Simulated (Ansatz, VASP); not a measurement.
InSe: VASP beside Ansatz

Contents of INCAR:

```
PREC = Accurate
ENCUT = 520
EDIFF = 1E-6
ISMEAR = 0
SIGMA = 0.02
LREAL = F
LASPH = T
NELM = 60
ALGO = Normal
ISIF = 2
LWAVE = F
LCHARG = T
LDIPOL = T
IDIPOL = 3
DIPOL = 0.5 0.5 0.500
GGA = PE
IVDW = 12
LELF = T
LVHAR = T
LVACPOTAV = T
NBANDS = 27
```

The input KPOINTS:

```
Automatic mesh
0
Gamma
  9 9 1
```

The input POSCAR:

```
InSe
1.0
    3.9600000000      0.0000000000      0.0000000000
   -1.9800000000      3.4294605990      0.0000000000
    0.0000000000      0.0000000000     36.7211901288
Se In
2 2
Direct
    0.0000000000      0.0000000000      0.4250702551
    0.0000000000      0.0000000000      0.5749020002
    0.6666666667      0.3333333333      0.4611131992
    0.6666666667      0.3333333333      0.5388591109
```

Input for Ansatz:

```yaml
crystal:
  lattice:
    - [3.96, 0.0, 0.0]
    - [-1.98, 3.429460599, 0.0]
    - [0.0, 0.0, 36.7211901288]
  atoms:
    - { symbol: Se, position: [0.0, 0.0, 0.4250702551] }
    - { symbol: In, position: [0.6666666667, 0.3333333333, 0.4611131992] }
    - { symbol: In, position: [0.6666666667, 0.3333333333, 0.5388591109] }
    - { symbol: Se, position: [0.0, 0.0, 0.5749020002] }
  periodic: [true, true, false]
basis:
  ecutwfc: 420
kpoints:
  mp_grid: { grid: [9, 9, 1] }
hamiltonian:
  xc: pbe
  dispersion: d3bj
scf:
  occupations: { method: gaussian, width: 0.02 }
output:
  forces: true
  stress: true
  eigenvalues: true
```

Alike in both runs: task single point; functional PBE; dispersion D3(BJ); k mesh 9 × 9 × 1; occupations gaussian, width 0.02 eV; no spin polarisation.

```csv
,VASP,Ansatz
version,VASP 6.6.1,Ansatz 0.2.0
potentials or method,"VASP PAW PBE potentials, release 64 (Se, In_d), cutoff 520 eV","scalar-relativistic, plane waves, PAW"
valence electrons in the cell,38,58
```

Ansatz gave:

```
gap on the k mesh at the Fermi level (eV) : 1.85
least direct gap on the mesh (eV)         : 1.94
rms of the force components (eV/Å)        : 0.145
```

Question: Estimate VASP's values.

Answer: gap on the k mesh at the Fermi level (eV): 1.84; least direct gap on the mesh (eV): 1.93; rms of the force components (eV/Å): 0.152.

VASP's potentials hold 38 valence electrons a cell and Ansatz's 58, so a difference there can come from the potentials and not from the codes. Ansatz's warnings: structure snapped to symmetry.
